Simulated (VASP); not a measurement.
Here is a VASP 6.6.1 calculation.

INCAR

```
PREC = Accurate
ENCUT = 520
EDIFF = 1E-8
ISMEAR = -1
SIGMA = 0.03
LREAL = False
LASPH = True
NELM = 80
ALGO = Normal
ISIF = 2
LWAVE = False
LCHARG = False
GGA = PS
LEFG = True
NBANDS = 16
```

The input KPOINTS:

```
regular mesh
0
Gamma
  6 6 5
```

The input POSCAR:

```
Se
1.0
    4.3661999489      0.0000000000      0.0000000000
   -2.1830999745      3.7812400738      0.0000000000
    0.0000000000      0.0000000000      5.1022080000
Se
3
Direct
    0.2254000000      0.0000000000      0.3333333333
    0.0000000000      0.2254000000      0.6666666667
    0.7746000000      0.7746000000      0.0000000000
```

Potentials or basis: VASP PAW PBE potentials, release 64 (Se).

Run with:

```bash
$ cat potpaw_PBE.64/Se/POTCAR > POTCAR
$ mpirun -np 1 vasp_std > vasp.out
```

(1) Predict the pressure.

(2) What does it give for the band gap on the k mesh?

## Answers

(1) -1.8 GPa.

(2) 1.19 eV.

Caveat: the cell differs from its parent crystal (zz strain of +3 %); without QUAD_EFG the Cq values of the log hold for a quadrupole moment of 1 mb, not for the nuclei; the PAW data sets were made with another functional, which shifts forces and pressure a little; an odd mesh through Γ misses points on the zone boundary, where band edges can lie.
